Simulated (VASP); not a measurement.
Set up this calculation in VASP 6.6.1, as the native input.

| Quantity | Value |
| --- | --- |
| Task | relaxation of cell and atoms |
| Functional | PBE |
| Potentials or basis | VASP PAW PBE potentials, release 64 (Cd) |
| Cutoff | 600 eV |
| k mesh | 14 × 14 × 13 |
| Occupations | fermi-dirac, width 0.1 eV |
| Spin | no spin polarisation |
| Dipole correction | no |
| Further INCAR settings | ALGO = Normal; EDIFF = 1e-06; IBRION = 2; EDIFFG = -0.005; NSW = 60; ISIF = 3 |

The structure of Cd lies in POSCAR:

```
Cd
1.0
    3.0905317363      0.0000000000      0.0000000000
   -1.5452658682      2.6764789948      0.0000000000
    0.0000000000      0.0000000000      2.9050998321
Cd
1
Direct
    0.0000000000      0.0000000000      0.0000000000
```

This isn't the form of Cd at room conditions, which is hcp.

The input as run:

INCAR

```
PREC = Accurate ; ENCUT = 600
EDIFF = 1E-6 ; ISMEAR = -1
SIGMA = 0.1 ; LREAL = False
LASPH = True ; NELM = 80
ALGO = Normal ; ISIF = 3
LWAVE = False ; LCHARG = False
GGA = PE ; IBRION = 2
NSW = 60 ; EDIFFG = -0.005
```

KPOINTS

```
Automatic mesh
0
Gamma
  14 14 13
```

Potentials or basis: VASP PAW PBE potentials, release 64 (Cd).

Launch:

```console
$ cat potpaw_PBE.64/Cd/POTCAR > POTCAR
$ mpirun -np 1 vasp_std > vasp.out
```

Results of the run:

```yaml
Relaxed_volume: 25.37 Å³/atom
Relaxed_cell: a = 3.046 Å, b = 3.046 Å, c = 3.158 Å, α = 90.00°, β = 90.00°, γ = 120.00°
Space_group_after_relaxing_to_0.1_Å: P6/mmm (No. 191)
Energy_gained_by_relaxing: 24.9 meV/atom
Ionic_steps: 9
Pressure_after_relaxing: 0.0 GPa
Band_gap_on_the_k_mesh: zero (bands 6 and 7 overlap by 5.13 eV)
```

Run time: 2.2 min on 1 thread of Intel(R) Xeon(R) Platinum 8124M CPU @ 3.00GHz (Skylake/Cascade Lake), with other jobs on the host, peak memory 0.2 GiB.
